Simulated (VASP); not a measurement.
Runs of VASP 6.6.1 on Ni. The structure is that of space group P6_3/mmc (No. 194), or close to it. The cells are those of the table. This isn't the form of Ni at room conditions, which is fcc.

| spin | cell | k mesh | gap on the mesh (eV) | pressure (GPa) | moment (μB) |
| --- | --- | --- | --- | --- | --- |
| collinear, antiferromagnetic start | a = 2.439, b = 2.439, c = 4.089 Å, angles 90.0, 90.0, 120.0°, 2 atoms | 14 × 14 × 8 | none | (c) | (a) |
| collinear, ferromagnetic start | a = 2.406, b = 2.406, c = 4.034 Å, angles 90.0, 90.0, 120.0°, 2 atoms | 17 × 17 × 9 | none | 10.2 | 1.35 |
| collinear, ferromagnetic start | a = 2.337, b = 2.337, c = 3.919 Å, angles 90.0, 90.0, 120.0°, 2 atoms | 17 × 17 × 9 | none | 38.4 | (b) |
| collinear, ferromagnetic start | a = 2.372, b = 2.372, c = 3.977 Å, angles 90.0, 90.0, 120.0°, 2 atoms | 17 × 17 × 9 | none | 22.6 | 1.34 |

Alike in all rows: task single point; level r2SCAN; potentials or basis VASP PAW PBE potentials, release 64 (Ni); cutoff (eV) 520; smearing fermi-dirac 0.05 eV.

Question: Estimate the missing entries.

Answer: (a) 0.00; (b) 1.32; (c) 0.4.

Caveats: the PAW data sets were made with another functional, which shifts forces and pressure a little; the cell stands under pressure (at least some runs); the antiferromagnetic order is the one typed at the start, and another may lie lower (at least some runs); the stress differs along the axes, from 34 to 40 GPa (at least some runs).

A gap of «none» marks levels without a gap at the run's occupations.
